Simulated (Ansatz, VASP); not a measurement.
# Two plane-wave programs on Ti2O

```xyz
3
Lattice="3.0415 0.0000 0.0000 -1.5208 2.6341 0.0000 0.0000 0.0000 4.8654" Properties=species:S:1:pos:R:3 pbc="T T T"
Ti    1.5208    0.8780    1.2592
Ti    0.0000    1.7560    3.6062
O     0.0000    0.0000    0.0000
```

Change from the starting cell: equal strain along all axes, cell held, atoms relaxed: +3.0 %.

Alike in both runs: functional PBEsol; k mesh 24 × 24 × 12; occupations gaussian, width 0.1 eV; no spin polarisation.

Ansatz relaxed the structure, and its values are those at the end. VASP's run is a single point on that final structure, the one shown.

```csv
,VASP,Ansatz
version,VASP 6.6.1,Ansatz 0.2.0
potentials or method,"VASP PAW PBE potentials, release 64 (Ti_sv, O), cutoff 520 eV","scalar-relativistic, plane waves, PAW"
valence electrons in the cell,30,30
```

|  | VASP | Ansatz | Ansatz less VASP |
| --- | --- | --- | --- |
| gap on the k mesh at the Fermi level (eV) | none | none | - |
| pressure (GPa) | -14.1 | -14.4 | -0.30 |
| rms of the force components (eV/Å) | 0.016 | 0.000 | -0.0157 |

VASP's potentials were made for PBE, not for PBEsol. A gap of «none» marks a metal or a gap that the smearing closes. The functional is the same, so the differences come from potentials, cutoffs and numerics. Ansatz's warnings: stress scf threshold loose.
